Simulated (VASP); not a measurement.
Write the native input for VASP 6.6.1 that does the following.

```
Task                   : single point
Functional             : LDA
Potentials or basis    : VASP PAW LDA potentials, release 64 (Sr_sv, Cl)
Cutoff                 : 520 eV
k mesh                 : 6 × 6 × 6
Occupations            : fermi-dirac, width 0.05 eV
Spin                   : no spin polarisation
Dipole correction      : no
Further INCAR settings : ALGO = Normal; EDIFF = 1e-06; NBANDS = 19
```

The structure of SrCl2 lies in POSCAR:

```
SrCl2
1.0
    0.0000000000      3.4412043558      3.4412043558
    3.4412043558      0.0000000000      3.4412043558
    3.4412043558      3.4412043558      0.0000000000
Sr Cl
1 2
Direct
    0.0000000000      0.0000000000      0.0000000000
    0.7500000000      0.7500000000      0.7500000000
    0.2500000000      0.2500000000      0.2500000000
```

The input as run:

INCAR

```
PREC = Accurate
ENCUT = 520
EDIFF = 1E-6
ISMEAR = -1
SIGMA = 0.05
LREAL = F
LASPH = T
NELM = 80
ALGO = Normal
ISIF = 2
LWAVE = F
LCHARG = F
NBANDS = 19
```

KPOINTS

```
Automatic mesh
0
Gamma
  6 6 6
```

Potentials or basis: VASP PAW LDA potentials, release 64 (Sr_sv, Cl).

Command:

```console
$ cat potpaw_LDA.64/Sr_sv/POTCAR potpaw_LDA.64/Cl/POTCAR > POTCAR
$ mpirun -np 1 vasp_std > vasp.out
```

It gave:

```
Pressure               : -1.3 GPa
Band gap on the k mesh : 5.04 eV, indirect (least direct gap 5.12 eV)
```

Run time: 21 s on 1 thread of Intel Xeon 6975P-C, with other jobs on the host, peak memory 0.18 GiB.
